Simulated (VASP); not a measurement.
# PdRh (R-3m) in VASP: single point with LDA

Aim: the single point of PdRh with LDA.

Program: VASP 6.6.1. These are calculated values, not measurements. Logs are shortened: lines on timing, memory, paths and dates and some standing lists are left out, and cuts for length are marked.

### Step 1. The cell of the first run

Symmetry: R-3m, No. 166, trigonal system. Conventional cell: a = 2.758 Å, b = 2.758 Å, c = 13.486 Å, α = 90.00°, β = 90.00°, γ = 120.00°. Within 3.6 Å of Pd (site symmetry -3m) lie 6 Rh at 2.75 Å and 6 Pd at 2.76 Å. Rh (site symmetry -3m) has 6 Pd at 2.75 Å and 6 Rh at 2.76 Å within 3.6 Å.

### Step 2. Single point, LDA

The input, INCAR:

```
PREC = Accurate
ENCUT = 500
EDIFF = 1E-6
ISMEAR = 0
SIGMA = 0.1
LREAL = False
LASPH = True
NELM = 120
ALGO = Normal
ISIF = 2
LWAVE = False
LCHARG = False
NBANDS = 20
GGA_COMPAT = False
```

The input, KPOINTS:

```
Automatic mesh
0
Gamma
  9 9 9
```

The input, POSCAR:

```
PdRh
1.0
    1.3792149729      0.7962901359      4.4952460509
   -1.3792149729      0.7962901359      4.4952460509
    0.0000000000     -1.5925802718      4.4952460509
Pd Rh
1 1
Direct
    0.0000000000      0.0000000000      0.0000000000
    0.5000000000      0.5000000000      0.5000000000
```

Potentials or basis: VASP PAW LDA potentials, release 64 (Pd, Rh_pv).

Started as:

```
$ cat potpaw_LDA.64/Pd/POTCAR potpaw_LDA.64/Rh_pv/POTCAR > POTCAR
$ mpirun -np 1 vasp_std > vasp.out
```

OUTCAR:

```text
PREC = Accurate
   ENCUT = 500
   EDIFF = 1E-6
   ISMEAR = 0
   LREAL = False
   LASPH = True
   NELM = 120
   ISIF = 2

 ion  position               nearest neighbor table
   1  0.000  0.000  0.000-   2 2.75   2 2.75   2 2.75   2 2.75   2 2.75   2 2.75
   2  0.500  0.500  0.500-   1 2.75   1 2.75   1 2.75   1 2.75   1 2.75   1 2.75

  LATTYP: Found a trigonal (rhomboedric) cell.
 ALAT       =     4.7690197085
 COS(alpha) =     0.8327232093

  Lattice vectors:

 A1 = (   1.3792149729,   0.7962901359,   4.4952460509)
 A2 = (  -1.3792149729,   0.7962901359,   4.4952460509)
 A3 = (   0.0000000000,  -1.5925802718,   4.4952460509)

Analysis of symmetry for initial positions (statically):
=====================================================================
 Subroutine PRICEL returns:
 Original cell was already a primitive cell.

 Routine SETGRP: Setting up the symmetry group for a
 trigonal (rhombohedral) supercell.

 Subroutine GETGRP returns: Found 12 space group operations
 (whereof 12 operations were pure point group operations)
 out of a pool of 12 trial point group operations.

The static configuration has the point symmetry D_3d.

Analysis of symmetry for dynamics (positions and initial velocities):
=====================================================================
 Subroutine PRICEL returns:
 Original cell was already a primitive cell.

 Routine SETGRP: Setting up the symmetry group for a
 trigonal (rhombohedral) supercell.

 Subroutine GETGRP returns: Found 12 space group operations
 (whereof 12 operations were pure point group operations)
 out of a pool of 12 trial point group operations.

The dynamic configuration has the point symmetry D_3d.

 Subroutine INISYM returns: Found 12 space group operations
 (whereof 12 operations are pure point group operations),
 and found     1 'primitive' translations

----------------------------------------------------------------------------------------

                                     Primitive cell

  volume of cell :      29.6216

  direct lattice vectors                    reciprocal lattice vectors
     1.379214973  0.796290136  4.495246051     0.362525067  0.209303945  0.074152411
    -1.379214973  0.796290136  4.495246051    -0.362525067  0.209303945  0.074152411
     0.000000000 -1.592580272  4.495246051     0.000000000 -0.418607890  0.074152411

  length of vectors
     4.769019709  4.769019709  4.769019709     0.425124859  0.425124859  0.425124859

  position of ions in fractional coordinates (direct lattice)
     0.000000000  0.000000000  0.000000000
     0.500000000  0.500000000  0.500000000

  ion indices of the primitive-cell ions
   primitive index   ion index
                 1           1
                 2           2

----------------------------------------------------------------------------------------

 KPOINTS: Automatic mesh

Automatic generation of k-mesh.
 Grid dimensions read from file:
 generate k-points for:    9    9    9

 Generating k-lattice:

  Cartesian coordinates                     Fractional coordinates (reciprocal lattice)
     0.040280563  0.023255994  0.008239157     0.111111111  0.000000000  0.000000000
    -0.040280563  0.023255994  0.008239157     0.000000000  0.111111111  0.000000000
     0.000000000 -0.046511988  0.008239157     0.000000000  0.000000000  0.111111111

  Length of vectors
     0.047236095  0.047236095  0.047236095

  Shift w.r.t. Gamma in fractional coordinates (k-lattice)
     0.000000000  0.000000000  0.000000000

 Subroutine IBZKPT returns following result:
 ===========================================

 Found     85 irreducible k-points:

 Following reciprocal coordinates:
            Coordinates               Weight
  0.000000  0.000000  0.000000      1.000000
  0.111111  0.000000  0.000000      6.000000
  0.222222  0.000000  0.000000      6.000000
  0.333333  0.000000  0.000000      6.000000
  0.444444  0.000000  0.000000      6.000000
  0.111111  0.111111  0.000000      6.000000
[... 16 lines left out ...]
 -0.333333  0.333333  0.000000      6.000000
  0.444444  0.444444  0.000000      6.000000
 [... further k-points ...]
   k-points           NKPTS =     85   k-points in BZ     NKDIM =     85   number of bands    NBANDS=     20
   number of dos      NEDOS =    301   number of ions     NIONS =      2
   total plane-waves  NPLWV =  46656
   dimension x,y,z NGX =    36 NGY =   36 NGZ =   36
   dimension x,y,z NGXF=    72 NGYF=   72 NGZF=   72
   ions per type =               1   1
   NGX,Y,Z   is equivalent  to a cutoff of  12.55, 12.55, 12.55 a.u.
   NGXF,Y,Z  is equivalent  to a cutoff of  25.10, 25.10, 25.10 a.u.
 SYSTEM =  unknown system
   PREC   = accura    normal or accurate (medium, high low for compatibility)
   ISTART =      0    job   : 0-new  1-cont  2-samecut
   ICHARG =      2    charge: 1-file 2-atom 10-const
   ISPIN  =      1    spin polarized calculation?
   LNONCOLLINEAR =      F non collinear calculations
   LSORBIT =      F    spin-orbit coupling
   LASPH  =      T    aspherical Exc in radial PAW
   ENCUT  =  500.0 eV  36.75 Ry    6.06 a.u.   8.70  8.70  8.70*2*pi/ulx,y,z
   NELM   =    120;   NELMIN=  2; NELMDL= -5     # of ELM steps
   EDIFF  = 0.1E-05   stopping-criterion for ELM
   LREAL  =      F    real-space projection
   EDIFFG = 0.1E-04   stopping-criterion for IOM
   NSW    =      0    number of steps for IOM
   IBRION =     -1    ionic relax: 0-MD 1-quasi-New 2-CG
   NFREE  =      0    steps in history (QN), initial steepest desc. (CG)
   ISIF   =      2    stress and relaxation
   ISYM   =      2    0-nonsym 1-usesym 2-fastsym
   POTIM  = 0.5000    time-step for ionic-motion
   TEBEG  =    0.0;   TEEND  =   0.0 temperature during run
   PSTRESS=    0.0 pullay stress
   NELECT =      25.0000    total number of electrons
   NUPDOWN=      -1.0000    fix difference up-down
   EMIN   =  10.00;   EMAX   =-10.00  energy-range for DOS
   EFERMI =   0.00;   METHOD = LEGACY
   ISMEAR =     0;   SIGMA  =   0.10  broadening in eV -4-tet -1-fermi 0-gaus
   EFERMI_NEDOS =   21; number of points for ismear=-14 and -15
   IALGO  =     38    algorithm
   IMIX   =      4    mixing-type and parameters
     AMIX     =   0.40;   BMIX     =  1.00
     AMIX_MAG =   1.60;   BMIX_MAG =  1.00
  volume/ion in A,a.u.               =      14.81        99.95
  Fermi-wavevector in a.u.,A,eV,Ry     =   1.547102  2.923598 32.565861  2.393523
  Thomas-Fermi vector in A             =   2.652243
   LORBIT       =      0    0 simple, 1 ext, 2 COOP (PROOUT), +10 PAW based schemes
   GGA     = CA    functional components
   LHFCALC =     F    Hartree Fock is set to
   AEXX    =    0.0000 exact exchange contribution
   IVDW    =     0    specifies the selected vdW correction
   LEPSILON=     F    determine dielectric tensor
   LRPA    =     F    only Hartree local field effects (RPA)
 non-spin polarized calculation
 Gauss-broadening in eV      SIGMA  =   0.10
  energy-cutoff  :      500.00
  volume of cell :       29.62
 maximum number of plane-waves:       767
   NGX = 17   NGY = 17   NGZ = 17

 number of electron      24.9999997 magnetization

 Free energy of the ion-electron system (eV)
  ---------------------------------------------------
  ext. energy  EPLUGINS =         0.00000000
  ---------------------------------------------------
  free energy    TOTEN  =       -14.88076387 eV

  energy without entropy =      -14.85823969  energy(sigma->0) =      -14.86950178

 E-fermi :   9.9652     XC(G=0): -13.6903

 val. band max:        9.9608064332   @ k =  -0.4444   0.4444   0.0000
 cond. band min:       9.9767315654   @ k =  -0.4444   0.4444   0.3333
 fundamental gap:      0.0159251322
 Fermi energy:         9.9651742854

 k-point     1 :       0.0000    0.0000    0.0000
  band No.  band energies     occupation
      1     -36.0730      2.00000
      2     -35.8966      2.00000
      3     -35.8966      2.00000
      4       2.6035      2.00000
      5       4.4903      2.00000
      6       6.9371      2.00000
[... 12 lines left out ...]
     19      30.5267      0.00000
     20      30.5267      0.00000

 k-point     2 :       0.1111    0.0000    0.0000
  band No.  band energies     occupation
      1     -36.0664      2.00000
      2     -35.9486      2.00000
      3     -35.9091      2.00000
      4       3.0134      2.00000
      5       4.7953      2.00000
      6       6.7452      2.00000
[... 12 lines left out ...]
     19      28.9207      0.00000
     20      29.7181      0.00000

 k-point     3 :       0.2222    0.0000    0.0000
  band No.  band energies     occupation
      1     -36.0789      2.00000
      2     -36.0498      2.00000
      3     -35.9407      2.00000
      4       4.0783      2.00000
      5       5.4494      2.00000
      6       6.3958      2.00000
[... 12 lines left out ...]
     19      28.1438      0.00000
     20      28.7434      0.00000

 k-point     4 :       0.3333    0.0000    0.0000
  band No.  band energies     occupation
      1     -36.2249      2.00000
      2     -36.0309      2.00000
      3     -35.9764      2.00000
      4       5.0614      2.00000
      5       5.4992      2.00000
      6       6.0862      2.00000
[... 12 lines left out ...]
     19      27.4724      0.00000
     20      27.9024      0.00000

 k-point     5 :       0.4444    0.0000    0.0000
  band No.  band energies     occupation
      1     -36.3189      2.00000
      2     -36.0185      2.00000
      3     -35.9996      2.00000
      4       5.1440      2.00000
      5       5.3626      2.00000
      6       5.8855      2.00000
[... 12 lines left out ...]
     19      26.0464      0.00000
     20      26.5972      0.00000

 k-point     6 :       0.1111    0.1111    0.0000
  band No.  band energies     occupation
      1     -36.0666      2.00000
      2     -35.9486      2.00000
      3     -35.9091      2.00000
      4       3.0465      2.00000
      5       4.7924      2.00000
      6       6.7524      2.00000
[... 12 lines left out ...]
     19      29.0587      0.00000
     20      29.5630      0.00000

 k-point     7 :       0.2222    0.1111   -0.0000
  band No.  band energies     occupation
      1     -36.0550      2.00000
      2     -36.0351      2.00000
      3     -35.9358      2.00000
      4       3.8151      2.00000
      5       5.3107      2.00000
      6       6.4153      2.00000
[... 12 lines left out ...]
     19      27.2230      0.00000
     20      27.8721      0.00000
[... 277 lines left out ...]
 k-point    20 :       0.3333    0.3333    0.0000
  band No.  band energies     occupation
      1     -36.2242      2.00000
      2     -36.0301      2.00000
      3     -35.9762      2.00000
      4       4.5854      2.00000
      5       4.9128      2.00000
      6       5.2927      2.00000
[... 12 lines left out ...]
     19      24.7294      0.00000
     20      26.9214      0.00000

 k-point    21 :       0.4444    0.3333   -0.0000
  band No.  band energies     occupation
      1     -36.2715      2.00000
      2     -36.0201      2.00000
      3     -36.0194      2.00000
      4       4.7888      2.00000
      5       4.8699      2.00000
      6       5.1209      2.00000
[... 12 lines left out ...]
     19      22.5924      0.00000
     20      26.5801      0.00000

 k-point    22 :      -0.4444    0.3333    0.0000
  band No.  band energies     occupation
      1     -36.2651      2.00000
      2     -36.1065      2.00000
      3     -36.0115      2.00000
      4       5.0292      2.00000
      5       5.3146      2.00000
      6       5.5615      2.00000
[... 12 lines left out ...]
     19      24.6758      0.00000
     20      25.7502      0.00000

 k-point    23 :      -0.3333    0.3333    0.0000
  band No.  band energies     occupation
      1     -36.2023      2.00000
      2     -36.2016      2.00000
      3     -36.0084      2.00000
      4       5.4512      2.00000
      5       5.8692      2.00000
      6       5.9564      2.00000
[... 12 lines left out ...]
     19      23.5747      0.00000
     20      24.1348      0.00000

 k-point    24 :       0.4444    0.4444    0.0000
  band No.  band energies     occupation
      1     -36.3177      2.00000
      2     -36.0167      2.00000
      3     -35.9993      2.00000
      4       4.4739      2.00000
      5       4.5073      2.00000
      6       4.7676      2.00000
[... 12 lines left out ...]
     19      23.0638      0.00000
     20      26.0601      0.00000

 [... further k-points ...]

------------------------ aborting loop because EDIFF is reached ----------------------------------------

  FORCE on cell =-STRESS in cart. coord.  units (eV):
  Direction    XX          YY          ZZ          XY          YZ          ZX
  --------------------------------------------------------------------------------------
  -------------------------------------------------------------------------------------
  Total       -3.0791183     -3.0791183     -3.2066474     -0.0000000      0.0000000      0.0000000
  in kB     -166.5439779   -166.5439779   -173.4418025     -0.0000000      0.0000000      0.0000000
  external PRESSURE =    -168.8432528 kB  Pullay stress =       0.0000000 kB

 VOLUME and BASIS-vectors are now :
 -----------------------------------------------------------------------------
  energy-cutoff  :      500.00
  volume of cell :       29.62
      direct lattice vectors                 reciprocal lattice vectors
     1.379214973  0.796290136  4.495246051     0.362525067  0.209303945  0.074152411
    -1.379214973  0.796290136  4.495246051    -0.362525067  0.209303945  0.074152411
     0.000000000 -1.592580272  4.495246051     0.000000000 -0.418607890  0.074152411

 POSITION                                       TOTAL-FORCE (eV/Angst)
 -----------------------------------------------------------------------------------
      0.00000      0.00000      0.00000        -0.000000      0.000000      0.000000
      0.00000      0.00000      6.74287         0.000000      0.000000     -0.000000
 -----------------------------------------------------------------------------------
    total drift:                                0.000000     -0.000000      0.000000

  FREE ENERGIE OF THE ION-ELECTRON SYSTEM (eV)
  ---------------------------------------------------
  free  energy   TOTEN  =       -14.8807638683 eV

  energy  without entropy=      -14.8582396935  energy(sigma->0) =      -14.86950178
```

Wall time 3.3 min (1 thread of AMD EPYC 7R13, shared host); peak memory 0.17 GiB.

What came out:

| Item | Value |
| --- | --- |
| Free energy | -14.8808 eV |
| Pressure | -16.9 GPa |
| Band gap on the k mesh | zero (an odd number of electrons rules out a gap without spin polarisation) |

Caveat: the cell stands under tension.
